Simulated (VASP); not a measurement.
Write the native input for VASP 6.6.1 that does the following.

```yaml
Task: single point
Functional: PBEsol
Potentials_or_basis: VASP PAW PBE potentials, release 64 (Bi_d, Se)
Cutoff: 520 eV
k_mesh: 12 × 12 × 12
Occupations: gaussian, width 0.03 eV
Spin: no spin polarisation
Dipole_correction: no
Further_INCAR_settings: ALGO = Normal; EDIFF = 1e-06; NBANDS = 32
```

The structure of Bi2Se3 lies in POSCAR:

```
Bi2Se3
1.0
    2.2314549727      1.2883311292      8.2259160319
   -2.2314549727      1.2883311292      8.2259160319
    0.0000000000     -2.5766622584      8.2259160319
Bi Se
2 3
Direct
    0.4008000000      0.4008000000      0.4008000000
    0.5992000000      0.5992000000      0.5992000000
    0.0000000000      0.0000000000      0.0000000000
    0.2117000000      0.2117000000      0.2117000000
    0.7883000000      0.7883000000      0.7883000000
```

This cell differs from its parent crystal: ratio of the length along z to the lengths across it x 0.8, volume and fractional coordinates fixed.

The input as run:

INCAR

```
PREC = Accurate
ENCUT = 520
EDIFF = 1E-6
ISMEAR = 0
SIGMA = 0.03
LREAL = F
LASPH = T
NELM = 100
ALGO = Normal
ISIF = 2
LWAVE = F
LCHARG = F
GGA = PS
NBANDS = 32
```

KPOINTS

```
regular mesh
0
Gamma
  12 12 12
```

Potentials or basis: VASP PAW PBE potentials, release 64 (Bi_d, Se).

Launch:

```sh
$ cat potpaw_PBE.64/Bi_d/POTCAR potpaw_PBE.64/Se/POTCAR > POTCAR
$ mpirun -np 1 vasp_std > vasp.out
```

Results of the run:

- Pressure: -1.5 GPa
- Largest force: 0.225 eV/Å
- Band gap on the k mesh: zero (bands 24 and 25 overlap by 0.31 eV)

Caveat: the stress differs along the axes, from -3 to 2 GPa; the PAW data sets were made with another functional, which shifts forces and pressure a little; spin-orbit coupling is left out, which moves the levels of the heavy elements.

It took 57 min on 1 thread of Intel Xeon 8259CL (shared host), peak memory 1.1 GiB.
